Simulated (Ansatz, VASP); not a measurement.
HfB2 in VASP and in Ansatz

```
CELL_PARAMETERS angstrom
3.14000 0.00000 0.00000
-1.57000 2.71932 0.00000
0.00000 0.00000 3.48000
ATOMIC_POSITIONS crystal
Hf 0.00000 0.00000 0.00000
B 0.66667 0.33333 0.50000
B 0.33333 0.66667 0.50000
```

Alike in both runs: task relaxation of cell and atoms; functional PBE; dispersion D3(BJ); k mesh 10 × 10 × 8; occupations fermi-dirac, width 0.05 eV; no spin polarisation.

|  | VASP | Ansatz |
| --- | --- | --- |
| version | VASP 6.6.1 | Ansatz 0.2.0 |
| potentials or method | VASP PAW PBE potentials, release 64 (Hf_pv, B) | Ansatz PAW |
| plane-wave cutoff (eV) | 600 | 420 |
| valence electrons in the cell | 16 | 32 |

```csv
,VASP,Ansatz,Ansatz less VASP
"gap on the k mesh at the Fermi level, each at its own relaxed structure (eV)",none,none,-
relaxed volume (Å³/atom),9.71,9.73,+0.011
relaxed length of the cell vector where the two differ most in proportion (Å),3.118,3.121,+0.0021
```

A gap of «none» marks a metal or a gap that the smearing closes. VASP's potentials hold 16 valence electrons a cell and Ansatz's 32, so a difference there can come from the potentials and not from the codes.

Spin-orbit coupling is off throughout. Noted on Ansatz's run: the plane-wave basis is chosen anew once the cell has moved, so the energies of steps on either side of that aren't comparable.
